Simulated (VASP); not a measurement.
# Sc2GaN3 in VASP: notebook

Runs on Sc2GaN3. Level: PBE. Tasks: single point, relaxation of cell and atoms.

Everything below comes from runs of VASP 6.6.1. Logs are shortened: lines on timing, memory, paths and dates and some standing lists are left out, and cuts for length are marked.

### 1 The cell of the first run

Symmetry: P-3m1, No. 164, trigonal system. The conventional cell has a = 3.156 Å, b = 3.156 Å, c = 7.576 Å, α = 90.00°, β = 90.00°, γ = 120.00°. Sc (site symmetry 3m) has 6 N at 2.23 to 2.25 Å within 2.9 Å. Ga (site symmetry -3m) has 6 N at 2.18 Å within 2.9 Å. N (site symmetry 3m) has 3 Ga at 2.18 Å and 3 Sc at 2.23 Å and 12 N at 3.01 to 3.17 Å within 3.2 Å. N (site symmetry -3m) has 6 Sc at 2.25 Å within 3.0 Å.

### 2 Single point, PBE

INCAR

```
SYSTEM = Sc2GaN3
  PREC = Accurate
  ENCUT = 520
  EDIFF = 1E-6
  ISMEAR = 0
  SIGMA = 0.02
  LREAL = .FALSE.
  LASPH = .TRUE.
  NELM = 80
  ALGO = Normal
  ISIF = 2
  LWAVE = .FALSE.
  LCHARG = .FALSE.
  GGA = PE
  NBANDS = 34
```

KPOINTS

```
regular mesh
0
G
  12 12 4
  0 0 0
```

POSCAR

```
Sc2GaN3
1.0
    3.1564065943      0.0000000000      0.0000000000
   -1.5782032971      2.7335282953      0.0000000000
    0.0000000000      0.0000000000      7.5761235589
Sc Ga N
2 1 3
Direct
    0.6666666667      0.3333333333      0.3266645317
    0.3333333333      0.6666666667      0.6733354683
    0.0000000000      0.0000000000      0.0000000000
    0.3333333333      0.6666666667      0.1580813003
    0.0000000000      0.0000000000      0.5000000000
    0.6666666667      0.3333333333      0.8419186997
```

Potentials or basis: VASP PAW PBE potentials, release 64 (Sc_sv, Ga_d, N).

On the command line:

```console
cat potpaw_PBE.64/Sc_sv/POTCAR potpaw_PBE.64/Ga_d/POTCAR potpaw_PBE.64/N/POTCAR > POTCAR
mpirun -np 1 vasp_std > vasp.out
```

OUTCAR:

```text
SYSTEM = Sc2GaN3
   PREC = Accurate
   ENCUT = 520
   EDIFF = 1E-6
   ISMEAR = 0
   LREAL = .FALSE.
   LASPH = .TRUE.
   NELM = 80
   ISIF = 2
   GGA = PE

 ion  position               nearest neighbor table
   1  0.667  0.333  0.327-   4 2.23   4 2.23   4 2.23   5 2.25   5 2.25   5 2.25   3 3.07   3 3.07
                             3 3.07   2 3.20   2 3.20   2 3.20
   2  0.333  0.667  0.673-   6 2.23   6 2.23   6 2.23   5 2.25   5 2.25   5 2.25   3 3.07   3 3.07
                             3 3.07   1 3.20   1 3.20   1 3.20
   3  0.000  0.000  0.000-   4 2.18   6 2.18   4 2.18   6 2.18   6 2.18   4 2.18   1 3.07   2 3.07
                             2 3.07   1 3.07   2 3.07   1 3.07
   4  0.333  0.667  0.158-   3 2.18   3 2.18   3 2.18   1 2.23   1 2.23   1 2.23
   5  0.000  0.000  0.500-   1 2.25   2 2.25   2 2.25   1 2.25   1 2.25   2 2.25
   6  0.667  0.333  0.842-   3 2.18   3 2.18   3 2.18   2 2.23   2 2.23   2 2.23

  LATTYP: Found a hexagonal cell.
 ALAT       =     3.1564065943
 C/A-ratio  =     2.4002368936

  Lattice vectors:

 A1 = (   3.1564065943,   0.0000000000,   0.0000000000)
 A2 = (  -1.5782032971,   2.7335282953,   0.0000000000)
 A3 = (   0.0000000000,   0.0000000000,   7.5761235589)

Analysis of symmetry for initial positions (statically):
=====================================================================
 Subroutine PRICEL returns:
 Original cell was already a primitive cell.

 Routine SETGRP: Setting up the symmetry group for a
 hexagonal supercell.

 Subroutine GETGRP returns: Found 12 space group operations
 (whereof 12 operations were pure point group operations)
 out of a pool of 24 trial point group operations.

The static configuration has the point symmetry D_3d.

Analysis of symmetry for dynamics (positions and initial velocities):
=====================================================================
 Subroutine PRICEL returns:
 Original cell was already a primitive cell.

 Routine SETGRP: Setting up the symmetry group for a
 hexagonal supercell.

 Subroutine GETGRP returns: Found 12 space group operations
 (whereof 12 operations were pure point group operations)
 out of a pool of 24 trial point group operations.

The dynamic configuration has the point symmetry D_3d.

 Subroutine INISYM returns: Found 12 space group operations
 (whereof 12 operations are pure point group operations),
 and found     1 'primitive' translations

----------------------------------------------------------------------------------------

                                     Primitive cell

  volume of cell :      65.3678

  direct lattice vectors                    reciprocal lattice vectors
     3.156406594  0.000000000  0.000000000     0.316815965  0.182913782  0.000000000
    -1.578203297  2.733528295  0.000000000     0.000000000  0.365827565  0.000000000
     0.000000000  0.000000000  7.576123559     0.000000000  0.000000000  0.131993623

  length of vectors
     3.156406594  3.156406594  7.576123559     0.365827565  0.365827565  0.131993623

  position of ions in fractional coordinates (direct lattice)
     0.666666667  0.333333333  0.326664532
     0.333333333  0.666666667  0.673335468
     0.000000000  0.000000000  0.000000000
     0.333333333  0.666666667  0.158081300
     0.000000000  0.000000000  0.500000000
     0.666666667  0.333333333  0.841918700

  ion indices of the primitive-cell ions
   primitive index   ion index
                 1           1
                 2           2
                 3           3
                 4           4
                 5           5
                 6           6

----------------------------------------------------------------------------------------

 KPOINTS: regular mesh

Automatic generation of k-mesh.
 Grid dimensions read from file:
 generate k-points for:   12   12    4

 Generating k-lattice:

  Cartesian coordinates                     Fractional coordinates (reciprocal lattice)
     0.026401330  0.015242815  0.000000000     0.083333333  0.000000000  0.000000000
     0.000000000  0.030485630  0.000000000     0.000000000  0.083333333  0.000000000
     0.000000000  0.000000000  0.032998406     0.000000000  0.000000000  0.250000000

  Length of vectors
     0.030485630  0.030485630  0.032998406

  Shift w.r.t. Gamma in fractional coordinates (k-lattice)
     0.000000000  0.000000000  0.000000000

 Subroutine IBZKPT returns following result:
 ===========================================

 Found     69 irreducible k-points:

 Following reciprocal coordinates:
            Coordinates               Weight
  0.000000  0.000000  0.000000      1.000000
  0.083333  0.000000  0.000000      6.000000
  0.166667  0.000000  0.000000      6.000000
  0.250000  0.000000  0.000000      6.000000
  0.333333  0.000000  0.000000      6.000000
  0.416667  0.000000  0.000000      6.000000
[... 16 lines left out ...]
  0.166667  0.000000  0.250000      6.000000
  0.000000  0.166667  0.250000      6.000000
[... 34 lines left out ...]
   ISMEAR =     0;   SIGMA  =   0.02  broadening in eV -4-tet -1-fermi 0-gaus
   EFERMI_NEDOS =   21; number of points for ismear=-14 and -15
   IALGO  =     38    algorithm
   IMIX   =      4    mixing-type and parameters
     AMIX     =   0.40;   BMIX     =  1.00
     AMIX_MAG =   1.60;   BMIX_MAG =  1.00
  volume/ion in A,a.u.               =      10.89        73.52
  Fermi-wavevector in a.u.,A,eV,Ry     =   1.497190  2.829279 30.498527  2.241579
  Thomas-Fermi vector in A             =   2.609110
   LORBIT       =      0    0 simple, 1 ext, 2 COOP (PROOUT), +10 PAW based schemes
   GGA     = PE    functional components
   LHFCALC =     F    Hartree Fock is set to
   AEXX    =    0.0000 exact exchange contribution
   IVDW    =     0    specifies the selected vdW correction
   LEPSILON=     F    determine dielectric tensor
   LRPA    =     F    only Hartree local field effects (RPA)
 non-spin polarized calculation
 Gauss-broadening in eV      SIGMA  =   0.02
  energy-cutoff  :      520.00
  volume of cell :       65.37
 maximum number of plane-waves:      1776
   NGX = 11   NGY = 11   NGZ = 29

 number of electron      50.0000017 magnetization

 Free energy of the ion-electron system (eV)
  ---------------------------------------------------
  ext. energy  EPLUGINS =         0.00000000
  ---------------------------------------------------
  free energy    TOTEN  =       -47.87784832 eV

  energy without entropy =      -47.87784832  energy(sigma->0) =      -47.87784832

 E-fermi :   6.2481     XC(G=0): -12.1867

 val. band max:        6.1641070048   @ k =   0.0000   0.0000   0.0000
 cond. band min:       6.9794280687   @ k =   0.5000   0.0000   0.0000
 fundamental gap:      0.8153210639
 Fermi energy:         6.2480949141

 k-point     1 :       0.0000    0.0000    0.0000
  band No.  band energies     occupation
      1     -42.1380      2.00000
      2     -42.0930      2.00000
      3     -21.0659      2.00000
      4     -20.7293      2.00000
      5     -20.5505      2.00000
      6     -20.5505      2.00000
[... 26 lines left out ...]
     33      11.0879      0.00000
     34      11.0880      0.00000

 k-point     2 :       0.0833    0.0000    0.0000
  band No.  band energies     occupation
      1     -42.1327      2.00000
      2     -42.0891      2.00000
      3     -21.0524      2.00000
      4     -20.7314      2.00000
      5     -20.5829      2.00000
      6     -20.5618      2.00000
[... 26 lines left out ...]
     33      11.0465      0.00000
     34      11.1173      0.00000

 k-point     3 :       0.1667    0.0000    0.0000
  band No.  band energies     occupation
      1     -42.1181      2.00000
      2     -42.0786      2.00000
      3     -21.0160      2.00000
      4     -20.7579      2.00000
      5     -20.6670      2.00000
      6     -20.6402      2.00000
[... 26 lines left out ...]
     33      11.0026      0.00000
     34      11.5737      0.00000
[... 704 lines left out ...]
 k-point    23 :       0.1667    0.0000    0.2500
  band No.  band energies     occupation
      1     -42.1181      2.00000
      2     -42.0786      2.00000
      3     -21.0137      2.00000
      4     -20.7608      2.00000
      5     -20.6662      2.00000
      6     -20.6407      2.00000
[... 26 lines left out ...]
     33      11.0628      0.00000
     34      11.4086      0.00000

 k-point    24 :       0.0000    0.1667    0.2500
  band No.  band energies     occupation
      1     -42.1181      2.00000
      2     -42.0786      2.00000
      3     -21.0137      2.00000
      4     -20.7600      2.00000
      5     -20.6675      2.00000
      6     -20.6402      2.00000
[... 26 lines left out ...]
     33      11.2291      0.00000
     34      12.1116      0.00000

 [... further k-points ...]

------------------------ aborting loop because EDIFF is reached ----------------------------------------

  FORCE on cell =-STRESS in cart. coord.  units (eV):
  Direction    XX          YY          ZZ          XY          YZ          ZX
  --------------------------------------------------------------------------------------
  -------------------------------------------------------------------------------------
  Total        0.3661687      0.3661687      0.3723422      0.0000000      0.0000000      0.0000000
  in kB        8.9748724      8.9748724      9.1261846      0.0000000      0.0000000      0.0000000
  external PRESSURE =       9.0253098 kB  Pullay stress =       0.0000000 kB

 VOLUME and BASIS-vectors are now :
 -----------------------------------------------------------------------------
  energy-cutoff  :      520.00
  volume of cell :       65.37
      direct lattice vectors                 reciprocal lattice vectors
     3.156406594  0.000000000  0.000000000     0.316815965  0.182913782  0.000000000
    -1.578203297  2.733528295  0.000000000     0.000000000  0.365827565  0.000000000
     0.000000000  0.000000000  7.576123559     0.000000000  0.000000000  0.131993623

 POSITION                                       TOTAL-FORCE (eV/Angst)
 -----------------------------------------------------------------------------------
      1.57820      0.91118      2.47485         0.000000      0.000000      0.008119
     -0.00000      1.82235      5.10127        -0.000000      0.000000     -0.008119
      0.00000      0.00000      0.00000         0.000000      0.000000      0.000000
     -0.00000      1.82235      1.19764         0.000000      0.000000     -0.032955
      0.00000      0.00000      3.78806         0.000000      0.000000      0.000000
      1.57820      0.91118      6.37848        -0.000000      0.000000      0.032955
 -----------------------------------------------------------------------------------
    total drift:                                0.000000      0.000000     -0.000000

  FREE ENERGIE OF THE ION-ELECTRON SYSTEM (eV)
  ---------------------------------------------------
  free  energy   TOTEN  =       -47.8778483235 eV

  energy  without entropy=      -47.8778483235  energy(sigma->0) =      -47.87784832
```

It took 96 s on 1 thread of AMD EPYC 9R45 (Zen 5), shared host; peak memory 0.25 GiB.

What came out:

- Free energy: -47.8778 eV
- Pressure: 0.9 GPa
- Largest force: 0.033 eV/Å
- Band gap on the k mesh: 0.82 eV (least direct gap 2.03 eV)

Forces in eV/Å, atoms in the order of the input:
```
Sc   0.000  0.000  0.008
Sc   0.000  0.000 -0.008
Ga   0.000  0.000  0.000
N    0.000  0.000 -0.033
N    0.000  0.000  0.000
N    0.000  0.000  0.033
```

Levels at points of the mesh, in eV from the valence-band top:
```
           k point  band 23  band 24  band 25  band 26  band 27  band 28
(0.00, 0.00, 0.00)    -0.23    -0.23     0.00     2.48     2.93     2.93
(0.50, 0.00, 0.00)    -1.46    -1.37    -1.29     0.82     3.32     3.97
(0.00, 0.00, 0.50)    -1.41    -0.15    -0.15     2.88     2.96     2.96
(0.50, 0.00, 0.50)    -2.24    -1.27    -0.70     1.46     2.97     4.24
```

### 3 Single point, PBE

This run uses another cell than the first one: it holds 12 atoms, not 6.

INCAR

```
ALGO     = Normal         # electronic algorithm
EDIFF    = 1E-6           # SCF threshold, eV
ENCUT    = 520            # plane-wave cutoff, eV
GGA      = PE             # functional
ISIF     = 2              # what is computed and relaxed
ISMEAR   = 0              # smearing method
LASPH    = True           # aspherical terms in the spheres
LCHARG   = True           # write CHGCAR
LELF     = True           # ELF
LREAL    = False          # projectors in reciprocal space
LVHAR    = True         
LWAVE    = False          # write WAVECAR
NBANDS   = 62             # bands
NELM     = 80             # most SCF steps
PREC     = Accurate       # precision mode
SIGMA    = 0.1            # smearing width, eV
```

KPOINTS

```
k-points
0
Gamma
  6 6 1
```

POSCAR

```
Sc2GaN3
1.0
    3.1565711030      0.0001615867      0.0007379147
   -1.5781561747      2.7346405968      0.0004835054
    0.0035718244      0.0047929924     15.1530758576
Sc Ga N
4 2 6
Direct
    0.6665833147      0.3333976328      0.1633071612
    0.6670656518      0.3337012011      0.6633305350
    0.3329008100      0.6662755467      0.3366666651
    0.3333237589      0.6665829907      0.8366708625
    1.0000368379     -0.0000100518      0.5000015012
    0.9999780189     -0.0000506371      0.9999858961
    0.3335713418      0.6670367049      0.0790530752
    0.3337616740      0.6671745027      0.5790448614
   -0.0000648888     -0.0000304438      0.2500024080
    0.0001330839      0.0000996270      0.7500056792
    0.6663061932      0.3328846744      0.4209620444
    0.6664042036      0.3329382522      0.9209693107
```

Potentials or basis: VASP PAW PBE potentials, release 64 (Sc_sv, Ga_d, N).

On the command line:

```console
cat potpaw_PBE.64/Sc_sv/POTCAR potpaw_PBE.64/Ga_d/POTCAR potpaw_PBE.64/N/POTCAR > POTCAR
mpirun -np 1 vasp_std > vasp.out
```

Run time: 2.4 min. Hardware: 1 thread of AMD EPYC 9R45 (Zen 5), shared host; peak memory 0.29 GiB.

It converged, with:

```
Free energy            : -95.7397 eV
Pressure               : 0.8 GPa
Largest force          : 0.036 eV/Å
Band gap on the k mesh : 0.81 eV
```

Forces on the atoms (eV/Å):
```
Sc   0.002  0.001  0.012
Sc  -0.001 -0.001  0.004
Sc   0.001  0.002 -0.008
Sc   0.000 -0.001 -0.007
Ga   0.000  0.000 -0.002
Ga   0.000  0.000  0.004
N    0.000 -0.001 -0.036
N    0.001 -0.001 -0.029
N   -0.001 -0.001 -0.001
N    0.000  0.000  0.001
N   -0.001  0.000  0.033
N    0.000  0.002  0.029
```

Levels at points of the mesh, in eV from the valence-band top:
```csv
k point,band 46,band 47,band 48,band 49,band 50,band 51,band 52,band 53,band 54,band 55
"(0.00, 0.00, 0.00)",-0.24,-0.23,-0.15,-0.15,0.00,2.47,2.87,2.92,2.93,2.96
"(0.50, 0.00, 0.00)",-1.45,-1.38,-1.29,-1.27,-0.71,0.81,1.45,2.97,3.32,3.96
"(0.00, 0.50, 0.00)",-1.45,-1.37,-1.29,-1.28,-0.70,0.81,1.46,2.97,3.32,3.96
"(0.50, 0.50, 0.00)",-1.46,-1.37,-1.29,-1.27,-0.71,0.81,1.46,2.97,3.32,3.96
```

Caveat: an odd mesh through Γ misses points on the zone boundary, where band edges can lie.

### 4 Relaxation of cell and atoms, PBE

This run uses another cell than the first one, of 10.92 Å³/atom.

INCAR

```
PREC = Accurate ; ENCUT = 600
EDIFF = 1E-7 ; ISMEAR = 0
SIGMA = 0.02 ; LREAL = F
LASPH = T ; NELM = 80
ALGO = Normal ; ISIF = 3
LWAVE = F ; LCHARG = F
GGA = PE ; IBRION = 2
NSW = 100 ; EDIFFG = -0.01
```

KPOINTS

```
regular mesh
0
Gamma
  12 12 4
```

POSCAR

```
Sc2GaN3
1.0
    3.1618061526      0.0000000000      0.0000000000
   -1.5809030763      2.7382044500      0.0000000000
    0.0000000000      0.0000000000      7.5696748792
Sc Ga N
2 1 3
Direct
    0.6666666667      0.3333333333      0.3263530367
    0.3333333333      0.6666666667      0.6736469633
    0.0000000000      0.0000000000      0.0000000000
    0.3333333333      0.6666666667      0.1583153866
    0.0000000000      0.0000000000      0.5000000000
    0.6666666667      0.3333333333      0.8416846134
```

On the command line:

```console
cat potpaw_PBE.64/Sc_sv/POTCAR potpaw_PBE.64/Ga_d/POTCAR potpaw_PBE.64/N/POTCAR > POTCAR
mpirun -np 1 vasp_std > vasp.out
```

Wall time 5.6 min (1 thread of AMD EPYC 9R45 (Zen 5), shared host); peak memory 0.3 GiB.

The run converged. Its results:

* Free energy: -47.8843 eV
* Relaxed volume: 10.93 Å³/atom
* Relaxed cell: a = 3.160 Å, b = 3.160 Å, c = 7.587 Å, α = 90.00°, β = 90.00°, γ = 120.00°
* Space group after relaxing (to 0.1 Å): P-3m1 (No. 164)
* Energy gained by relaxing: 0.1 meV/atom
* Ionic steps: 4
* Pressure after relaxing: 0.1 GPa
* Largest force after relaxing: 0.005 eV/Å
* Band gap on the k mesh: 0.81 eV (least direct gap 2.02 eV)

Forces in eV/Å, atoms in the order of the input:
```
Sc   0.000  0.000 -0.005
Sc   0.000  0.000  0.005
Ga   0.000  0.000  0.000
N    0.000  0.000 -0.001
N    0.000  0.000  0.000
N    0.000  0.000  0.001
```

The path:
| step | energy change (eV) | largest force (eV/Å) | pressure (GPa) | volume (Å³) |
| --- | --- | --- | --- | --- |
| 1 | 0.0000 | 0.0850 | 0.27 | 65.54 |
| 2 | -0.0006 | 0.0560 | -0.28 | 65.71 |
| 3 | -0.0007 | 0.0148 | -0.12 | 65.66 |
| 4 | -0.0008 | 0.0055 | 0.06 | 65.60 |

Final structure:
```cif
data_structure
_symmetry_space_group_name_H-M 'P 1'
_symmetry_Int_Tables_number 1
_cell_length_a 3.1597
_cell_length_b 3.1597
_cell_length_c 7.5870
_cell_angle_alpha 90.000
_cell_angle_beta 90.000
_cell_angle_gamma 120.000
_cell_volume 65.60
loop_
_atom_site_label
_atom_site_type_symbol
_atom_site_fract_x
_atom_site_fract_y
_atom_site_fract_z
_atom_site_occupancy
Sc1 Sc 0.66667 0.33333 0.32669 1
Sc2 Sc 0.33333 0.66667 0.67331 1
Ga1 Ga 0.00000 0.00000 0.00000 1
N1 N 0.33333 0.66667 0.15790 1
N2 N 0.00000 0.00000 0.50000 1
N3 N 0.66667 0.33333 0.84210 1
```

Levels at points of the mesh, in eV from the valence-band top:
| k point | band 21 | band 22 | band 23 | band 24 | band 25 | band 26 | band 27 | band 28 | band 29 | band 30 |
| --- | --- | --- | --- | --- | --- | --- | --- | --- | --- | --- |
| (0.00, 0.00, 0.00) | -1.30 | -1.30 | -0.23 | -0.23 | 0.00 | 2.46 | 2.92 | 2.92 | 3.53 | 3.78 |
| (0.50, 0.00, 0.00) | -2.92 | -1.49 | -1.46 | -1.37 | -1.28 | 0.81 | 3.31 | 3.95 | 4.90 | 5.07 |
| (0.00, 0.00, 0.50) | -1.76 | -1.40 | -1.40 | -0.15 | -0.15 | 2.86 | 2.95 | 2.95 | 3.95 | 4.04 |
| (0.50, 0.00, 0.50) | -2.65 | -2.40 | -2.23 | -1.27 | -0.70 | 1.45 | 2.96 | 4.22 | 4.90 | 5.18 |

### 5 Overview

| task | cell | k mesh | cutoff (eV) | smearing | gap on the mesh (eV) | pressure (GPa) | largest force (eV/Å) |
| --- | --- | --- | --- | --- | --- | --- | --- |
| single point | a = 3.156, b = 3.156, c = 7.576 Å, angles 90.0, 90.0, 120.0°, 6 atoms, atomic positions A | 12 × 12 × 4 | 520 | gaussian 0.02 eV | 0.82 | 0.9 | 0.03 |
| single point | a = 3.157, b = 3.157, c = 15.153 Å, angles 90.0, 90.0, 120.0°, 12 atoms, atomic positions B | 6 × 6 × 1 | 520 | gaussian 0.1 eV | 0.81 | 0.8 | 0.04 |
| relaxation of cell and atoms | relaxed from a = 3.162, b = 3.162, c = 7.570 Å, angles 90.0, 90.0, 120.0°, 6 atoms, atomic positions A | 12 × 12 × 4 | 600 | gaussian 0.02 eV | 0.81 | 0.1 | 0.01 |

Alike in all rows: level PBE; potentials or basis VASP PAW PBE potentials, release 64 (Sc_sv, Ga_d, N); no spin polarisation.

Caveats: an odd mesh through Γ misses points on the zone boundary, where band edges can lie (at least some runs).

Absolute energies hang on the potentials; compare differences alone.
